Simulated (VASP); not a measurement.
# ZrOs3 (Pm-3m) in VASP: a series of runs, part 2 of 2

VASP 6.6.1.

## (3) Relaxation of cell and atoms, LDA

This run uses another cell than the first one, of 15.96 Å³/atom, 1.058 times its volume.

INCAR

```
PREC     = Accurate       # precision mode
ENCUT    = 600            # plane-wave cutoff, eV
EDIFF    = 1E-6           # SCF threshold, eV
ISMEAR   = 0              # smearing method
SIGMA    = 0.1            # smearing width, eV
LREAL    = False          # projectors in reciprocal space
LASPH    = True           # aspherical terms in the spheres
NELM     = 80             # most SCF steps
ALGO     = Normal         # electronic algorithm
ISIF     = 3              # what is computed and relaxed
LWAVE    = False          # write WAVECAR
LCHARG   = False          # write CHGCAR
GGA      = CA             # functional
IBRION   = 2              # ionic algorithm
NSW      = 80             # ionic steps
EDIFFG   = -0.02          # ionic threshold
```

KPOINTS

```
regular mesh
0
Gamma
  6 6 6
```

POSCAR

```
ZrOs3
1.0
    3.9965870000      0.0000000000      0.0000000000
    0.0000000000      3.9965870000      0.0000000000
    0.0000000000      0.0000000000      3.9965870000
Zr Os
1 3
Direct
    0.0000000000      0.0000000000      0.0000000000
    0.5000000000      0.5000000000      0.0000000000
    0.5000000000      0.0000000000      0.5000000000
    0.0000000000      0.5000000000      0.5000000000
```

Potentials or basis: VASP PAW LDA potentials, release 64 (Zr_sv, Os).

The run is started by

```
cat potpaw_LDA.64/Zr_sv/POTCAR potpaw_LDA.64/Os/POTCAR > POTCAR
mpirun -np 1 vasp_std > vasp.out
```

OUTCAR:

```text
PREC = Accurate
   ENCUT = 600
   EDIFF = 1E-6
   ISMEAR = 0
   LREAL = False
   LASPH = True
   NELM = 80
   ISIF = 3
   GGA = CA
   IBRION = 2
   NSW = 80
   EDIFFG = -0.02

 ion  position               nearest neighbor table
   1  0.000  0.000  0.000-   2 2.83   3 2.83   4 2.83   3 2.83   4 2.83   2 2.83   4 2.83   4 2.83
                             2 2.83   3 2.83   3 2.83   2 2.83
   2  0.500  0.500  0.000-   1 2.83   3 2.83   4 2.83   3 2.83   4 2.83   1 2.83   3 2.83   3 2.83
                             1 2.83   4 2.83   4 2.83   1 2.83
   3  0.500  0.000  0.500-   1 2.83   2 2.83   4 2.83   1 2.83   2 2.83   2 2.83   4 2.83   2 2.83
                             1 2.83   4 2.83   1 2.83   4 2.83
   4  0.000  0.500  0.500-   1 2.83   2 2.83   3 2.83   1 2.83   2 2.83   1 2.83   3 2.83   1 2.83
                             2 2.83   3 2.83   2 2.83   3 2.83

  LATTYP: Found a simple cubic cell.
 ALAT       =     3.9965870000

  Lattice vectors:

 A1 = (   3.9965870000,   0.0000000000,   0.0000000000)
 A2 = (   0.0000000000,   3.9965870000,   0.0000000000)
 A3 = (   0.0000000000,   0.0000000000,   3.9965870000)

Analysis of symmetry for initial positions (statically):
=====================================================================
 Subroutine PRICEL returns:
 Original cell was already a primitive cell.

 Routine SETGRP: Setting up the symmetry group for a
 simple cubic supercell.

[... 173 lines left out ...]
  --------------------------------------------------------------------------------------
  -------------------------------------------------------------------------------------
  Total       -6.0355923     -6.0355923     -6.0355923      0.0000000      0.0000000     -0.0000000
  in kB     -151.4825687   -151.4825687   -151.4825687      0.0000000      0.0000000     -0.0000000
  external PRESSURE =    -151.4825687 kB  Pullay stress =       0.0000000 kB
[... 25 lines left out ...]
--------------------------------------- Ionic step        2  -------------------------------------------

 number of electron      35.9999999 magnetization

 E-fermi :  11.9958     XC(G=0): -14.6104

 val. band max:       11.9727199220   @ k =   0.5000   0.3333   0.0000
 cond. band min:      12.0891022716   @ k =   0.3333   0.3333   0.0000
 fundamental gap:      0.1163823495
 Fermi energy:        11.9957603918

 k-point     1 :       0.0000    0.0000    0.0000
  band No.  band energies     occupation
      1     -35.1031      2.00000
      2     -13.5486      2.00000
      3     -13.5486      2.00000
      4     -13.5486      2.00000
      5       1.8812      2.00000
      6       4.2388      2.00000
[... 602 lines left out ...]
--------------------------------------- Ionic step        5  -------------------------------------------

 number of electron      35.9999999 magnetization

 Free energy of the ion-electron system (eV)
  ---------------------------------------------------
  ext. energy  EPLUGINS =         0.00000000
  ---------------------------------------------------
  free energy    TOTEN  =       -47.45745292 eV

  energy without entropy =      -47.43858572  energy(sigma->0) =      -47.44801932

 E-fermi :   9.4019     XC(G=0): -13.6436

 val. band max:        9.4009601476   @ k =   0.5000   0.3333   0.0000
 cond. band min:       9.4619828355   @ k =   0.5000   0.5000   0.5000
 fundamental gap:      0.0610226879
 Fermi energy:         9.4019198047

 k-point     1 :       0.0000    0.0000    0.0000
  band No.  band energies     occupation
      1     -38.0603      2.00000
      2     -16.3694      2.00000
      3     -16.3694      2.00000
      4     -16.3694      2.00000
      5       0.4028      2.00000
      6       3.2273      2.00000
[... 520 lines left out ...]
  FREE ENERGIE OF THE ION-ELECTRON SYSTEM (eV)
  ---------------------------------------------------
  free  energy   TOTEN  =       -47.4574529207 eV

  energy  without entropy=      -47.4385857162  energy(sigma->0) =      -47.44801932

 reached required accuracy - stopping structural energy minimisation
```

It took 3.3 min on 1 thread of AMD EPYC, shared host; peak memory 0.15 GiB.

Results:

| Property | Result |
| --- | --- |
| Free energy | -47.4575 eV |
| Relaxed volume | 15.12 Å³/atom |
| Relaxed cell | a = 3.926 Å, b = 3.926 Å, c = 3.926 Å, α = 90.00°, β = 90.00°, γ = 90.00° |
| Space group after relaxing (to 0.05 Å) | Pm-3m (No. 221) |
| Energy gained by relaxing | 41.4 meV/atom |
| Ionic steps | 5 |
| Pressure after relaxing | 0.1 GPa |
| Band gap on the k mesh | zero (band 18 reaches 12.61 eV, above the bottom of band 19 at 8.51 eV) |

Step by step:
```csv
step,energy change (eV),largest force (eV/Å),pressure (GPa),volume (Å³)
1,0.0000,0.0000,-15.15,63.84
2,1.9299,0.0000,81.86,50.89
3,-0.1647,0.0000,-1.23,60.74
4,-0.1656,0.0000,-0.28,60.55
5,-0.1656,0.0000,0.06,60.49
```

Final structure:
```
Zr Os
1.0
     3.92551    0.00000    0.00000
     0.00000    3.92551    0.00000
     0.00000    0.00000    3.92551
Zr Os
1 3
Direct
  0.00000 0.00000 0.00000
  0.50000 0.50000 0.00000
  0.50000 0.00000 0.50000
  0.00000 0.50000 0.50000
```

Levels at points of the mesh, in eV from the Fermi level:
| k point | band 15 | band 16 | band 17 | band 18 | band 19 | band 20 | band 21 | band 22 |
| --- | --- | --- | --- | --- | --- | --- | --- | --- |
| (0.00, 0.00, 0.00) | 0.92 | 0.92 | 2.56 | 3.21 | 3.21 | 3.21 | 3.48 | 3.48 |
| (0.50, 0.00, 0.00) | -1.46 | -1.14 | -0.46 | -0.19 | -0.19 | 1.37 | 2.12 | 2.12 |
| (0.50, 0.50, 0.00) | -2.66 | -1.40 | -0.96 | -0.90 | -0.90 | 0.20 | 0.23 | 2.97 |
| (0.50, 0.50, 0.50) | -1.06 | -1.06 | 0.06 | 1.49 | 1.49 | 1.49 | 2.59 | 2.59 |

Caveat: spin-orbit coupling is left out, which moves the levels of the heavy elements.
